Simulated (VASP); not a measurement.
Write the native input for VASP 6.6.1 that does the following.

```yaml
Task: single point
Functional: LDA
Potentials_or_basis: VASP PAW LDA potentials, release 64 (Ga_d)
Cutoff: 520 eV
k_mesh: 11 × 11 × 9
Occupations: methfessel-paxton, width 0.05 eV
Spin: no spin polarisation
Dipole_correction: no
Further_INCAR_settings: ALGO = Normal; EDIFF = 1e-06; NBANDS = 34
```

The structure of Ga lies in POSCAR:

```
Ga
1.0
    2.2386550038     -3.7918054353      0.0000000000
    2.2386550038      3.7918054353      0.0000000000
    0.0000000000      0.0000000000      4.4782999058
Ga
4
Direct
    0.3451000000      0.6549000000      0.4190000000
    0.1549000000      0.8451000000      0.9190000000
    0.6549000000      0.3451000000      0.5810000000
    0.8451000000      0.1549000000      0.0810000000
```

These files were run (other wordings do the same):

INCAR

```
PREC     = Accurate       # precision mode
ENCUT    = 520            # plane-wave cutoff, eV
EDIFF    = 1E-6           # SCF threshold, eV
ISMEAR   = 1              # smearing method
SIGMA    = 0.05           # smearing width, eV
LREAL    = F              # projectors in reciprocal space
LASPH    = T              # aspherical terms in the spheres
NELM     = 100            # most SCF steps
ALGO     = Normal         # electronic algorithm
ISIF     = 2              # what is computed and relaxed
LWAVE    = F              # write WAVECAR
LCHARG   = F              # write CHGCAR
NBANDS   = 34             # bands
```

KPOINTS

```
regular mesh
0
Gamma
  11 11 9
```

Potentials or basis: VASP PAW LDA potentials, release 64 (Ga_d).

Command:

```sh
$ cat potpaw_LDA.64/Ga_d/POTCAR > POTCAR
$ mpirun -np 1 vasp_std > vasp.out
```

Results of the run:

The pressure is -1.9 GPa. The largest force is 0.169 eV/Å and the band gap on the k mesh is zero (bands 26 and 27 overlap by 1.19 eV).

Wall time 3.5 min on 1 thread of AMD EPYC 9R45 96-Core Processor (Zen 5), with other jobs on the host, peak memory 0.38 GiB.
